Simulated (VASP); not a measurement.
Write the native input for VASP 6.6.1 that does the following.

```yaml
Task: single point
Functional: PBE
Potentials_or_basis: VASP PAW PBE potentials, release 64 (Mo_sv, W_sv)
Cutoff: 520 eV
k_mesh: 6 × 6 × 6
Occupations: gaussian, width 0.1 eV
Spin: no spin polarisation
Dipole_correction: no
Further_INCAR_settings: ALGO = Fast; EDIFF = 1e-07; NBANDS = 36
```

The structure of Mo3W lies in POSCAR:

```
Mo3W
1.0
   -1.8913150316      1.8913150316      4.2247556551
    1.8913150316     -1.8913150316      4.2247556551
    1.8913150316      1.8913150316     -4.2247556551
Mo W
3 1
Direct
    0.5000000000      0.5000000000      0.0000000000
    0.2500000000      0.7500000000      0.5000000000
    0.7500000000      0.2500000000      0.5000000000
    0.0000000000      0.0000000000      0.0000000000
```

One way to write it, as run:

INCAR

```
SYSTEM = Mo3W
  PREC = Accurate
  ENCUT = 520
  EDIFF = 1E-7
  ISMEAR = 0
  SIGMA = 0.1
  LREAL = .False.
  LASPH = .True.
  NELM = 80
  ALGO = Fast
  ISIF = 2
  LWAVE = .False.
  LCHARG = .True.
  GGA = PE
  LELF = .True.
  LVHAR = .True.
  NBANDS = 36
```

KPOINTS

```
Automatic mesh
0
Gamma
  6 6 6
  0 0 0
```

Potentials or basis: VASP PAW PBE potentials, release 64 (Mo_sv, W_sv).

The run is started by

```console
$ cat potpaw_PBE.64/Mo_sv/POTCAR potpaw_PBE.64/W_sv/POTCAR > POTCAR
$ mpirun -np 1 vasp_std > vasp.out
```

Results of the run:

```yaml
Pressure: 20.3 GPa
Band_gap_on_the_k_mesh: zero (bands 28 and 29 overlap by 2.07 eV)
```

Caveat: the cell stands under pressure; spin-orbit coupling is left out, which moves the levels of the heavy elements.

Run time: 4.6 min on 1 thread of AMD EPYC 7R13, with other jobs on the host, peak memory 0.23 GiB.
